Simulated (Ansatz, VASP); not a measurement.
Two plane-wave programs on TaBiS3

```
Ta Bi S
1.0
     3.51920    2.03181    4.91879
    -3.51920    2.03181    4.91879
     0.00000   -4.06362    4.91879
Ta Bi S
2 2 6
Direct
  0.50000 0.50000 0.50000
  0.00000 0.00000 0.00000
  0.75000 0.75000 0.75000
  0.25000 0.25000 0.25000
  0.84983 0.25000 0.65017
  0.65017 0.84983 0.25000
  0.25000 0.65017 0.84983
  0.15017 0.75000 0.34983
  0.34983 0.15017 0.75000
  0.75000 0.34983 0.15017
```

Alike in both runs: functional PBE; k mesh 8 × 8 × 8; occupations gaussian, width 0.1 eV; no spin polarisation.

Ansatz relaxed the structure, and its values are those at the end. VASP's run is a single point on that final structure, the one shown.

|  | VASP | Ansatz |
| --- | --- | --- |
| version | VASP 6.6.1 | Ansatz 0.2.0 |
| potentials or method | VASP PAW PBE potentials, release 64 (Ta_pv, Bi_d, S), cutoff 520 eV | scalar-relativistic, plane waves, PAW |
| valence electrons in the cell | 88 | 92 |

|  | VASP | Ansatz | Ansatz less VASP |
| --- | --- | --- | --- |
| gap on the k mesh at the Fermi level (eV) | none | none | - |
| pressure (GPa) | 0.0 | 0.0 | +0.01 |

A gap of «none» marks a metal or a gap that the smearing closes. VASP's potentials hold 88 valence electrons a cell and Ansatz's 92, so a difference there can come from the potentials and not from the codes.

Spin-orbit coupling is off throughout.
